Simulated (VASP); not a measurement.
# GaN (P6_3mc) in VASP: further runs

Runs on GaN. Level: r2SCAN. Tasks: single point.

All numbers are computed with VASP 6.6.1; they aren't measurements. Logs are shortened: lines on timing, memory, paths and dates and some standing lists are left out, and cuts for length are marked.

**1. The cell of the first run**

Symmetry: P6_3mc, No. 186, hexagonal system. The conventional cell has a = 3.132 Å, b = 3.132 Å, c = 5.166 Å, α = 90.00°, β = 90.00°, γ = 120.00°. Ga (site symmetry 3m) has 4 N at 1.92 to 1.94 Å within 2.5 Å. Within 2.5 Å of N (site symmetry 3m) lie 4 Ga at 1.92 to 1.94 Å.

**2. Single point, r2SCAN (strain -0.015 along x and y, +0.000 along z)**

Contents of POSCAR:

```
GaN
1.0
    3.1322996656      0.0000000000      0.0000000000
   -1.5661498328      2.7126510826      0.0000000000
    0.0000000000      0.0000000000      5.1660000000
Ga N
2 2
Direct
    0.3333333333      0.6666666667      0.0000000000
    0.6666666667      0.3333333333      0.5000000000
    0.3333333333      0.6666666667      0.3750000000
    0.6666666667      0.3333333333      0.8750000000
```

Contents of INCAR.step1:

```
PREC     = Accurate       # precision mode
ENCUT    = 520            # plane-wave cutoff, eV
ISMEAR   = 0              # smearing method
SIGMA    = 0.05           # smearing width, eV
LREAL    = False          # projectors in reciprocal space
LASPH    = True           # aspherical terms in the spheres
NELM     = 100            # most SCF steps
NBANDS   = 26             # bands
GGA      = PE             # functional
ALGO     = Normal         # electronic algorithm
EDIFF    = 1E-4           # SCF threshold, eV
LWAVE    = True           # write WAVECAR
LCHARG   = False          # write CHGCAR
```

Contents of INCAR.step2:

```
PREC     = Accurate       # precision mode
ENCUT    = 520            # plane-wave cutoff, eV
EDIFF    = 1E-6           # SCF threshold, eV
ISMEAR   = 0              # smearing method
SIGMA    = 0.05           # smearing width, eV
LREAL    = False          # projectors in reciprocal space
LASPH    = True           # aspherical terms in the spheres
NELM     = 100            # most SCF steps
ALGO     = Normal         # electronic algorithm
ISIF     = 2              # what is computed and relaxed
LWAVE    = False          # write WAVECAR
LCHARG   = False          # write CHGCAR
METAGGA  = R2SCAN         # meta-GGA
LMIXTAU  = True         
NBANDS   = 26             # bands
ISTART   = 1
```

Contents of KPOINTS:

```
Automatic mesh
0
Gamma
  12 12 6
```

Potentials or basis: VASP PAW PBE potentials, release 64 (Ga_d, N).

Launch:

```console
> cat potpaw_PBE.64/Ga_d/POTCAR potpaw_PBE.64/N/POTCAR > POTCAR
> cp INCAR.step1 INCAR
> mpirun -np 1 vasp_std > vasp.out
> cp INCAR.step2 INCAR
> mpirun -np 1 vasp_std > vasp.out
```

OUTCAR:

```text
PREC = Accurate
   ENCUT = 520
   EDIFF = 1E-6
   ISMEAR = 0
   LREAL = False
   LASPH = True
   NELM = 100
   ISIF = 2
   METAGGA = R2SCAN
   ISTART = 1

 ion  position               nearest neighbor table
   1  0.333  0.667  0.000-   4 1.92   4 1.92   4 1.92   3 1.94
   2  0.667  0.333  0.500-   3 1.92   3 1.92   3 1.92   4 1.94
   3  0.333  0.667  0.375-   2 1.92   2 1.92   2 1.92   1 1.94
   4  0.667  0.333  0.875-   1 1.92   1 1.92   1 1.92   2 1.94

  LATTYP: Found a hexagonal cell.
 ALAT       =     3.1322996656
 C/A-ratio  =     1.6492674876

  Lattice vectors:

 A1 = (   3.1322996656,   0.0000000000,   0.0000000000)
 A2 = (  -1.5661498328,   2.7126510826,   0.0000000000)
 A3 = (   0.0000000000,   0.0000000000,   5.1660000000)

Analysis of symmetry for initial positions (statically):
=====================================================================
 Subroutine PRICEL returns:
 Original cell was already a primitive cell.

 Routine SETGRP: Setting up the symmetry group for a
 hexagonal supercell.

 Subroutine GETGRP returns: Found 12 space group operations
 (whereof  6 operations were pure point group operations)
 out of a pool of 24 trial point group operations.

The static configuration has the point symmetry C_3v.
 The point group associated with its full space group is C_6v.

Analysis of symmetry for dynamics (positions and initial velocities):
=====================================================================
 Subroutine PRICEL returns:
 Original cell was already a primitive cell.

 Routine SETGRP: Setting up the symmetry group for a
 hexagonal supercell.

 Subroutine GETGRP returns: Found 12 space group operations
 (whereof  6 operations were pure point group operations)
 out of a pool of 24 trial point group operations.

The dynamic configuration has the point symmetry C_3v.
 The point group associated with its full space group is C_6v.

 Subroutine INISYM returns: Found 12 space group operations
 (whereof  6 operations are pure point group operations),
 and found     1 'primitive' translations

----------------------------------------------------------------------------------------

                                     Primitive cell

  volume of cell :      43.8947

  direct lattice vectors                    reciprocal lattice vectors
     3.132299666  0.000000000  0.000000000     0.319254256  0.184321531  0.000000000
    -1.566149833  2.712651083  0.000000000     0.000000000  0.368643062  0.000000000
     0.000000000  0.000000000  5.166000000     0.000000000  0.000000000  0.193573364

  length of vectors
     3.132299666  3.132299666  5.166000000     0.368643062  0.368643062  0.193573364

  position of ions in fractional coordinates (direct lattice)
     0.333333333  0.666666667  0.000000000
     0.666666667  0.333333333  0.500000000
     0.333333333  0.666666667  0.375000000
     0.666666667  0.333333333  0.875000000

  ion indices of the primitive-cell ions
   primitive index   ion index
                 1           1
                 2           2
                 3           3
                 4           4

----------------------------------------------------------------------------------------

 KPOINTS: Automatic mesh

Automatic generation of k-mesh.
 Grid dimensions read from file:
 generate k-points for:   12   12    6

 Generating k-lattice:

  Cartesian coordinates                     Fractional coordinates (reciprocal lattice)
     0.026604521  0.015360128  0.000000000     0.083333333  0.000000000  0.000000000
     0.000000000  0.030720255  0.000000000     0.000000000  0.083333333  0.000000000
     0.000000000  0.000000000  0.032262227     0.000000000  0.000000000  0.166666667

  Length of vectors
     0.030720255  0.030720255  0.032262227

  Shift w.r.t. Gamma in fractional coordinates (k-lattice)
     0.000000000  0.000000000  0.000000000

 Subroutine IBZKPT returns following result:
 ===========================================

 Found     76 irreducible k-points:

 Following reciprocal coordinates:
            Coordinates               Weight
  0.000000  0.000000  0.000000      1.000000
  0.083333 -0.000000  0.000000      6.000000
  0.166667 -0.000000  0.000000      6.000000
  0.250000 -0.000000  0.000000      6.000000
  0.333333 -0.000000  0.000000      6.000000
  0.416667 -0.000000  0.000000      6.000000
[... 16 lines left out ...]
  0.250000 -0.000000  0.166667     12.000000
  0.333333 -0.000000  0.166667     12.000000
 [... further k-points ...]
   k-points           NKPTS =     76   k-points in BZ     NKDIM =     76   number of bands    NBANDS=     26
   number of dos      NEDOS =    301   number of ions     NIONS =      4
   total plane-waves  NPLWV =  23040
   dimension x,y,z NGX =    24 NGY =   24 NGZ =   40
   dimension x,y,z NGXF=    48 NGYF=   48 NGZF=   80
   ions per type =               2   2
   NGX,Y,Z   is equivalent  to a cutoff of  12.74, 12.74, 12.87 a.u.
   NGXF,Y,Z  is equivalent  to a cutoff of  25.48, 25.48, 25.74 a.u.
 SYSTEM =  unknown system
   PREC   = accura    normal or accurate (medium, high low for compatibility)
   ISTART =      1    job   : 0-new  1-cont  2-samecut
   ICHARG =      0    charge: 1-file 2-atom 10-const
   ISPIN  =      1    spin polarized calculation?
   LNONCOLLINEAR =      F non collinear calculations
   LSORBIT =      F    spin-orbit coupling
   LASPH  =      T    aspherical Exc in radial PAW
   ENCUT  =  520.0 eV  38.22 Ry    6.18 a.u.   5.82  5.82  9.61*2*pi/ulx,y,z
   NELM   =    100;   NELMIN=  2; NELMDL=  0     # of ELM steps
   EDIFF  = 0.1E-05   stopping-criterion for ELM
   LREAL  =      F    real-space projection
   EDIFFG = 0.1E-04   stopping-criterion for IOM
   NSW    =      0    number of steps for IOM
   IBRION =     -1    ionic relax: 0-MD 1-quasi-New 2-CG
   NFREE  =      0    steps in history (QN), initial steepest desc. (CG)
   ISIF   =      2    stress and relaxation
   ISYM   =      2    0-nonsym 1-usesym 2-fastsym
   POTIM  = 0.5000    time-step for ionic-motion
   TEBEG  =    0.0;   TEEND  =   0.0 temperature during run
   PSTRESS=    0.0 pullay stress
   NELECT =      36.0000    total number of electrons
   NUPDOWN=      -1.0000    fix difference up-down
   EMIN   =  10.00;   EMAX   =-10.00  energy-range for DOS
   EFERMI =   0.00;   METHOD = LEGACY
   ISMEAR =     0;   SIGMA  =   0.05  broadening in eV -4-tet -1-fermi 0-gaus
   EFERMI_NEDOS =   21; number of points for ismear=-14 and -15
   IALGO  =     38    algorithm
   IMIX   =      4    mixing-type and parameters
     AMIX     =   0.40;   BMIX     =  1.00
     AMIX_MAG =   1.60;   BMIX_MAG =  1.00
  volume/ion in A,a.u.               =      10.97        74.05
  Fermi-wavevector in a.u.,A,eV,Ry     =   1.532399  2.895814 31.949825  2.348246
  Thomas-Fermi vector in A             =   2.639610
   LORBIT       =      0    0 simple, 1 ext, 2 COOP (PROOUT), +10 PAW based schemes
   METAGGA = R2SCAN    functional components
   LHFCALC =     F    Hartree Fock is set to
   AEXX    =    0.0000 exact exchange contribution
   IVDW    =     0    specifies the selected vdW correction
   LEPSILON=     F    determine dielectric tensor
   LRPA    =     F    only Hartree local field effects (RPA)
 non-spin polarized calculation
 Gauss-broadening in eV      SIGMA  =   0.05
  energy-cutoff  :      520.00
  volume of cell :       43.89
 maximum number of plane-waves:      1195
 NGX is ok and might be reduce to    24
   NGX = 11   NGY = 11   NGZ = 19

 number of electron      36.0000024 magnetization

 Free energy of the ion-electron system (eV)
  ---------------------------------------------------
  ext. energy  EPLUGINS =         0.00000000
  ---------------------------------------------------
  free energy    TOTEN  =       -43.76677324 eV

  energy without entropy =      -43.76677324  energy(sigma->0) =      -43.76677324

 E-fermi :   5.7699     XC(G=0): -12.8765

 val. band max:        5.5230539710   @ k =   0.0000   0.0000   0.0000
 cond. band min:       8.0616756981   @ k =   0.0000   0.0000   0.0000
 fundamental gap:      2.5386217271
 Fermi energy:         5.7698906688

 k-point     1 :       0.0000    0.0000    0.0000
  band No.  band energies     occupation
      1     -11.6311      2.00000
      2     -10.5275      2.00000
      3      -8.3674      2.00000
      4      -8.3479      2.00000
      5      -8.3479      2.00000
      6      -8.2738      2.00000
[... 18 lines left out ...]
     25      18.3426      0.00000
     26      18.3427      0.00000

 k-point     2 :       0.0833   -0.0000    0.0000
  band No.  band energies     occupation
      1     -11.5561      2.00000
      2     -10.5035      2.00000
      3      -8.3597      2.00000
      4      -8.3359      2.00000
      5      -8.3258      2.00000
      6      -8.2645      2.00000
[... 18 lines left out ...]
     25      17.9465      0.00000
     26      18.5108      0.00000

 k-point     3 :       0.1667   -0.0000    0.0000
  band No.  band energies     occupation
      1     -11.3489      2.00000
      2     -10.4427      2.00000
      3      -8.3317      2.00000
      4      -8.3061      2.00000
      5      -8.2644      2.00000
      6      -8.2260      2.00000
[... 18 lines left out ...]
     25      17.8845      0.00000
     26      18.8918      0.00000

 k-point     4 :       0.2500   -0.0000    0.0000
  band No.  band energies     occupation
      1     -11.0643      2.00000
      2     -10.3723      2.00000
      3      -8.3009      2.00000
      4      -8.2749      2.00000
      5      -8.2012      2.00000
      6      -8.1534      2.00000
[... 18 lines left out ...]
     25      17.9382      0.00000
     26      19.2051      0.00000
[... 496 lines left out ...]
      1     -11.2738      2.00000
      2     -10.4810      2.00000
      3      -8.3253      2.00000
      4      -8.3016      2.00000
      5      -8.2607      2.00000
      6      -8.2227      2.00000
[... 18 lines left out ...]
     25      17.5284      0.00000
     26      18.6684      0.00000

 k-point    23 :       0.2500   -0.0000    0.1667
  band No.  band energies     occupation
      1     -11.0019      2.00000
      2     -10.3982      2.00000
      3      -8.2994      2.00000
      4      -8.2673      2.00000
      5      -8.2144      2.00000
      6      -8.1620      2.00000
[... 18 lines left out ...]
     25      17.6455      0.00000
     26      19.2544      0.00000

 k-point    24 :       0.3333   -0.0000    0.1667
  band No.  band energies     occupation
      1     -10.7406      2.00000
      2     -10.3325      2.00000
      3      -8.2869      2.00000
      4      -8.2454      2.00000
      5      -8.1775      2.00000
      6      -8.1051      2.00000
[... 18 lines left out ...]
     25      17.8673      0.00000
     26      19.7042      0.00000

 [... further k-points ...]

------------------------ aborting loop because EDIFF is reached ----------------------------------------

  FORCE on cell =-STRESS in cart. coord.  units (eV):
  Direction    XX          YY          ZZ          XY          YZ          ZX
  --------------------------------------------------------------------------------------
  -------------------------------------------------------------------------------------
  Total        2.8196870      2.8196870      1.5697453      0.0000000      0.0000000      0.0000000
  in kB      102.9200168    102.9200168     57.2965058      0.0000000      0.0000000      0.0000000
  external PRESSURE =      87.7121798 kB  Pullay stress =       0.0000000 kB

 VOLUME and BASIS-vectors are now :
 -----------------------------------------------------------------------------
  energy-cutoff  :      520.00
  volume of cell :       43.89
      direct lattice vectors                 reciprocal lattice vectors
     3.132299666  0.000000000  0.000000000     0.319254256  0.184321531  0.000000000
    -1.566149833  2.712651083  0.000000000     0.000000000  0.368643062  0.000000000
     0.000000000  0.000000000  5.166000000     0.000000000  0.000000000  0.193573364

 POSITION                                       TOTAL-FORCE (eV/Angst)
 -----------------------------------------------------------------------------------
     -0.00000      1.80843      0.00000        -0.000000      0.000000      0.052799
      1.56615      0.90422      2.58300        -0.000000     -0.000000      0.052799
     -0.00000      1.80843      1.93725         0.000000     -0.000000     -0.052799
      1.56615      0.90422      4.52025         0.000000     -0.000000     -0.052799
 -----------------------------------------------------------------------------------
    total drift:                                0.000002      0.000003      0.050350

  FREE ENERGIE OF THE ION-ELECTRON SYSTEM (eV)
  ---------------------------------------------------
  free  energy   TOTEN  =       -43.7667732397 eV

  energy  without entropy=      -43.7667732397  energy(sigma->0) =      -43.76677324
```

Run time: 5.1 min. Hardware: 1 thread of Intel Xeon 8259CL, shared host; peak memory 0.22 GiB.

Results:

* Free energy: -43.7668 eV
* Pressure: 8.8 GPa
* Largest force: 0.053 eV/Å
* Band gap on the k mesh: 2.54 eV

Forces in eV/Å, atoms in the order of the input:
```
Ga   0.000  0.000  0.053
Ga   0.000  0.000  0.053
N    0.000  0.000 -0.053
N    0.000  0.000 -0.053
```

Stress tensor (GPa, compression positive):
```
10.29  0.00  0.00
 0.00 10.29  0.00
 0.00  0.00  5.73
```

Levels at points of the mesh, in eV from the valence-band top:
```tsv
k point	band 16	band 17	band 18	band 19	band 20	band 21
(0.00, 0.00, 0.00)	-0.12	0.00	0.00	2.54	5.18	10.05
(0.50, 0.00, 0.00)	-2.93	-2.39	-1.10	5.76	6.26	6.57
(0.00, 0.00, 0.50)	-0.55	-0.55	-0.55	5.03	5.03	9.30
(0.50, 0.00, 0.50)	-2.12	-2.09	-2.09	4.95	4.95	8.62
```

Caveat: the cell differs from its parent crystal (strain -0.015 along x and y, +0.000 along z); the cell stands under pressure; the PAW data sets were made with another functional, which shifts forces and pressure a little.

(Part 1 of 2 ends here.)
